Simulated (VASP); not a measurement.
Here is a VASP 6.6.1 calculation.

File INCAR:

```
SYSTEM = Al2Ga3N5
PREC = Accurate
ENCUT = 520
EDIFF = 1E-6
ISMEAR = 0
SIGMA = 0.1
LREAL = .FALSE.
LASPH = .TRUE.
NELM = 60
ALGO = Normal
ISIF = 2
LWAVE = .FALSE.
LCHARG = .TRUE.
GGA = PE
LELF = .TRUE.
LVHAR = .TRUE.
NBANDS = 46
```

The input KPOINTS:

```
Automatic mesh
0
G
  6 6 6
  0 0 0
```

POSCAR

```
Al2Ga3N5
1.0
    1.6973499600      0.9799654500     13.8588043600
   -1.6973499600      0.9799654500     13.8588043600
    0.0000000000     -1.9599309100     13.8588043600
Al Ga N
2 3 5
Direct
    0.7000000000      0.7000000000      0.7000000000
    0.3000000000      0.3000000000      0.3000000000
    0.1000000000      0.1000000000      0.1000000000
    0.9000000000      0.9000000000      0.9000000000
    0.5000000000      0.5000000000      0.5000000000
    0.4000000000      0.4000000000      0.4000000000
    0.0000000000      0.0000000000      0.0000000000
    0.6000000000      0.6000000000      0.6000000000
    0.2000000000      0.2000000000      0.2000000000
    0.8000000000      0.8000000000      0.8000000000
```

Potentials or basis: VASP PAW PBE potentials, release 64 (Al, Ga_d, N).

Run with:

```bash
$ cat potpaw_PBE.64/Al/POTCAR potpaw_PBE.64/Ga_d/POTCAR potpaw_PBE.64/N/POTCAR > POTCAR
$ mpirun -np 1 vasp_std > vasp.out
```

Predict the band gap on the k mesh.

zero (bands 35 and 36 overlap by 0.32 eV).

What does it give for the largest force?

0.699 eV/Å.

What does it give for the pressure?

-35.5 GPa.

Forces on the atoms (eV/Å):
```
Al   0.000  0.000 -0.044
Al   0.000  0.000  0.044
Ga   0.000  0.000 -0.053
Ga   0.000  0.000  0.053
Ga   0.000  0.000  0.000
N    0.000  0.000 -0.699
N    0.000  0.000  0.000
N    0.000  0.000  0.699
N    0.000  0.000  0.041
N    0.000  0.000 -0.041
```

Caveat: the cell stands under tension; semilocal functionals underestimate gaps, and a narrow one can read as zero.
